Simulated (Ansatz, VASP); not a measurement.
# Two plane-wave programs on CdTeF6

```
Cd Te F
1.0
     0.00000    4.34630    4.34630
     4.34630    0.00000    4.34630
     4.34630    4.34630    0.00000
Cd Te F
1 1 6
Direct
  0.00000 0.00000 0.00000
  0.50000 0.50000 0.50000
  0.74029 0.25971 0.25971
  0.25971 0.74029 0.74029
  0.25971 0.74029 0.25971
  0.74029 0.25971 0.74029
  0.25971 0.25971 0.74029
  0.74029 0.74029 0.25971
```

Change from the starting cell: relaxed end of: species swapped into the MgZrF6 type (Fm-3m, No. 225).

Alike in both runs: task single point; functional PBE; k mesh 4 × 4 × 4; occupations gaussian, width 0.1 eV; no spin polarisation.

```csv
,VASP,Ansatz
version,VASP 6.6.1,Ansatz 0.2.0
potentials or method,"VASP PAW PBE potentials, release 64 (Cd, Te, F), cutoff 520 eV","scalar-relativistic, plane waves, PAW"
valence electrons in the cell,60,78
```

VASP gave:

- gap on the k mesh at the Fermi level (eV): 2.73
- least direct gap on the mesh (eV): 3.47
- pressure (GPa): -0.2
- rms of the force components (eV/Å): 0.050

Problem. Estimate Ansatz's values.

Solution. gap on the k mesh at the Fermi level (eV): 2.74; least direct gap on the mesh (eV): 3.47; pressure (GPa): 0.0; rms of the force components (eV/Å): 0.000.

Atom by atom the forces differ by 0.050 eV/Å (rms over components). VASP's potentials hold 60 valence electrons a cell and Ansatz's 78, so a difference there can come from the potentials and not from the codes.

Neither program's run includes spin-orbit coupling.
